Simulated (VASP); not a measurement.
GaN:

```
Ga N
1.0
    -0.07796    2.17099    2.17099
     2.17099   -0.07796    2.17099
     2.17099    2.17099   -0.07796
Ga N
1 1
Direct
  0.99664 0.99664 0.99664
  0.25336 0.25336 0.25336
```

This cell differs from its parent crystal: strain along [111] -5.2%.

Base run:

* Program: VASP 6.6.1
* Functional: PBE
* Potentials or basis: VASP PAW PBE potentials, release 64 (Ga_d, N)
* Cutoff: 520 eV
* k mesh: 10 × 10 × 10
* Occupations: fermi-dirac, width 0.02 eV
* Spin: no spin polarisation

Its results: band gap on the k mesh 1.80 eV, direct; pressure 18.0 GPa; largest force 0.038 eV/Å.

Question: The run is repeated on the same cell with these changes: functional from PBE to r2SCAN; occupations from fermi-dirac, width 0.02 eV to gaussian, width 0.01 eV. What comes out?

Answer: Band gap on the k mesh 2.20 eV, direct; pressure 12.9 GPa; largest force 0.019 eV/Å.

Caveats: the PAW data sets were made with another functional, which shifts forces and pressure a little (some runs).

